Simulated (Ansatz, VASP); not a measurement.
# Cu in VASP and in Ansatz

Contents of POSCAR:

```
Cu
1.0
    0.0000000000      1.8075000000      1.8075000000
    1.8075000000      0.0000000000      1.8075000000
    1.8075000000      1.8075000000      0.0000000000
Cu
1
Direct
    0.0000000000      0.0000000000      0.0000000000
```

INCAR.step1

```
SYSTEM = Cu
  PREC = Accurate
  ENCUT = 660
  ISMEAR = 1
  SIGMA = 0.05
  LREAL = .FALSE.
  LASPH = .TRUE.
  NELM = 120
  NBANDS = 12
  GGA = PE
  ALGO = Normal
  EDIFF = 1E-5
  LWAVE = .TRUE.
  LCHARG = .FALSE.
  GGA_COMPAT = .FALSE.
```

The input INCAR.step2:

```
SYSTEM = Cu
  PREC = Accurate
  ENCUT = 660
  EDIFF = 1E-6
  ISMEAR = 1
  SIGMA = 0.05
  LREAL = .FALSE.
  LASPH = .TRUE.
  NELM = 120
  ALGO = Normal
  ISIF = 2
  LWAVE = .FALSE.
  LCHARG = .FALSE.
  METAGGA = R2SCAN
  LMIXTAU = .TRUE.
  NBANDS = 12
  ISTART = 1
  GGA_COMPAT = .FALSE.
```

The input KPOINTS:

```
Automatic mesh
0
G
  14 14 14
  0 0 0
```

Input for Ansatz:

```yaml
crystal:
  lattice:
    bravais: fcc
    a: 3.615
  space_group: 225
  atoms:
    - { symbol: Cu, position: [0.0, 0.0, 0.0] }
  reduce_to_primitive: true
basis:
  ecutwfc: 510.0
kpoints:
  mp_grid:
    grid: [14, 14, 14]
    shift: [0.0, 0.0, 0.0]
hamiltonian:
  xc: r2scan
scf:
  occupations:
    method: methfessel_paxton
    width: 0.05
output:
  forces: true
  stress: true
```

Alike in both runs: task single point; functional r2SCAN; k mesh 14 × 14 × 14; occupations methfessel-paxton of order 1, width 0.05 eV; no spin polarisation.

|  | VASP | Ansatz |
| --- | --- | --- |
| version | VASP 6.6.1 | Ansatz 0.2.0 |
| potentials or method | VASP PAW PBE potentials, release 64 (Cu), cutoff 660 eV | plane waves, PAW |
| valence electrons in the cell | 11 | 19 |

|  | VASP | Ansatz | Ansatz less VASP |
| --- | --- | --- | --- |
| pressure (GPa) | -4.3 | -4.7 | -0.43 |

VASP's potentials were made for PBE, not for r2SCAN. VASP's potentials hold 11 valence electrons a cell and Ansatz's 19, so a difference there can come from the potentials and not from the codes.
